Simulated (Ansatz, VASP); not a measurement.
**One calculation of AlN, two programs**

File POSCAR:

```
AlN
1.0
    0.0000000000      2.2159017290      2.2159017290
    2.2159017290      0.0000000000      2.2159017290
    2.2159017290      2.2159017290      0.0000000000
Al N
1 1
Direct
    0.0000000000      0.0000000000      0.0000000000
    0.7500000000      0.7500000000      0.7500000000
```

INCAR.step1

```
SYSTEM = AlN
PREC = Accurate
ENCUT = 520
ISMEAR = 0
SIGMA = 0.01
LREAL = .False.
LASPH = .True.
NELM = 60
NBANDS = 11
GGA = PE
ALGO = Normal
EDIFF = 1E-4
LWAVE = .True.
LCHARG = .False.
```

The input INCAR.step2:

```
SYSTEM = AlN
PREC = Accurate
ENCUT = 520
EDIFF = 1E-7
ISMEAR = 0
SIGMA = 0.01
LREAL = .False.
LASPH = .True.
NELM = 60
ALGO = Normal
ISIF = 2
LWAVE = .False.
LCHARG = .False.
METAGGA = R2SCAN
LMIXTAU = .True.
NBANDS = 11
ISTART = 1
```

Contents of KPOINTS:

```
regular mesh
0
Gamma
  10 10 10
  0 0 0
```

Input for Ansatz:

```yaml
crystal:
  lattice:
    - [0.0, 2.215901729, 2.215901729]
    - [2.215901729, 0.0, 2.215901729]
    - [2.215901729, 2.215901729, 0.0]
  atoms:
    - { symbol: Al, position: [0.0, 0.0, 0.0] }
    - { symbol: "N", position: [0.75, 0.75, 0.75] }
kpoints:
  mp_grid: { grid: [10, 10, 10] }
  band_path:
    path:
      - [0.0, 0.0, 0.0]
      - [-0.5, -0.5, 0.0]
      - [-0.375, -0.375, 0.25]
      - [-0.375, 0.0, 0.375]
      - [0.0, 0.0, 0.5]
      - [-0.5, -0.25, 0.25]
      - [0.0, 0.5, 0.5]
    npoints: 1
hamiltonian:
  xc: r2scan
scf:
  occupations: { method: fixed }
  n_extra_bands: 4
output:
  forces: true
  stress: true
  eigenvalues: true
```

Change from the starting cell: hydrostatic strain +1.4%.

Alike in both runs: task single point; functional r2SCAN; k mesh 10 × 10 × 10; no spin polarisation.

```csv
,VASP,Ansatz
version,VASP 6.6.1,Ansatz 0.2.0
potentials or method,"VASP PAW PBE potentials, release 64 (Al, N)","plane waves, PAW"
plane-wave cutoff (eV),520,500
occupations,"gaussian, width 0.01 eV",fixed
valence electrons in the cell,8,8
```

```tsv
	VASP	Ansatz	Ansatz less VASP
gap on the k mesh at the Fermi level (eV)	3.90	3.90	+0.006
pressure (GPa)	-8.6	-8.2	+0.39
```

VASP's potentials were made for PBE, not for r2SCAN.
